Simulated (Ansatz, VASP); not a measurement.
**Al3GaN4 in VASP and in Ansatz**

File POSCAR:

```
Al3GaN4
1.0
    5.0380821998      0.0000000000      0.0000000000
    0.0000000000      3.1249488270      0.0000000000
   -0.0032252750      0.0000000000      5.4103930200
Al Ga N
3 1 4
Direct
    0.5002216621      0.5000000000      0.1672550744
    0.0006683705      0.5000000000      0.8349019371
    0.0010043256      0.0000000000      0.3316444641
    0.4994946875      0.0000000000      0.6662044645
    0.1107069786      0.0000000000      0.6663170127
    0.1226755896      0.5000000000      0.1671322914
    0.6254135995      0.5000000000      0.8406810062
    0.6234137865      0.0000000000      0.3258647496
```

INCAR.step1

```
SYSTEM = Al3GaN4
  PREC = Accurate
  ENCUT = 520
  ISMEAR = 0
  SIGMA = 0.02
  LREAL = .False.
  LASPH = .True.
  NELM = 80
  NBANDS = 31
  GGA = PE
  ALGO = Normal
  EDIFF = 1E-4
  LWAVE = .True.
  LCHARG = .False.
```

File INCAR.step2:

```
SYSTEM = Al3GaN4
  PREC = Accurate
  ENCUT = 520
  EDIFF = 1E-6
  ISMEAR = 0
  SIGMA = 0.02
  LREAL = .False.
  LASPH = .True.
  NELM = 80
  ALGO = Normal
  ISIF = 2
  LWAVE = .False.
  LCHARG = .False.
  METAGGA = R2SCAN
  LMIXTAU = .True.
  NBANDS = 31
  ISTART = 1
```

File KPOINTS:

```
regular mesh
0
Gamma
  6 8 4
  0 0 0
```

Input for Ansatz:

```yaml
crystal:
  lattice:
    - [5.0380821998, 0.0, 0.0]
    - [0.0, 3.124948827, 0.0]
    - [-0.003225275, 0.0, 5.41039302]
  atoms:
    - { symbol: Al, position: [0.5002216621, 0.5, 0.1672550744] }
    - { symbol: Al, position: [0.0006683705, 0.5, 0.8349019371] }
    - { symbol: Al, position: [0.0010043256, 0.0, 0.3316444641] }
    - { symbol: Ga, position: [0.4994946875, 0.0, 0.6662044645] }
    - { symbol: "N", position: [0.1107069786, 0.0, 0.6663170127] }
    - { symbol: "N", position: [0.1226755896, 0.5, 0.1671322914] }
    - { symbol: "N", position: [0.6254135995, 0.5, 0.8406810062] }
    - { symbol: "N", position: [0.6234137865, 0.0, 0.3258647496] }
basis:
  ecutwfc: 500
kpoints:
  mp_grid: { grid: [6, 8, 4] }
hamiltonian:
  xc: r2scan
scf:
  occupations: { method: gaussian, width: 0.02 }
output:
  forces: true
  stress: true
  eigenvalues: true
```

Alike in both runs: task single point; functional r2SCAN; k mesh 6 × 8 × 4; occupations gaussian, width 0.02 eV; no spin polarisation.

```csv
,VASP,Ansatz
version,VASP 6.6.1,Ansatz 0.2.0
potentials or method,"VASP PAW PBE potentials, release 64 (Al, Ga_d, N), cutoff 520 eV","scalar-relativistic, plane waves, PAW"
valence electrons in the cell,42,42
```

```csv
,VASP,Ansatz,Ansatz less VASP
gap on the k mesh at the Fermi level (eV),4.16,4.15,-0.016
least direct gap on the mesh (eV),4.16,4.15,-0.016
pressure (GPa),0.0,0.0,0.00
rms of the force components (eV/Å),0.029,0.001,-0.0273
```

VASP's potentials were made for PBE, not for r2SCAN. Atom by atom the forces differ by 0.028 eV/Å (rms over components). The functional is the same, so the differences come from potentials, cutoffs and numerics.
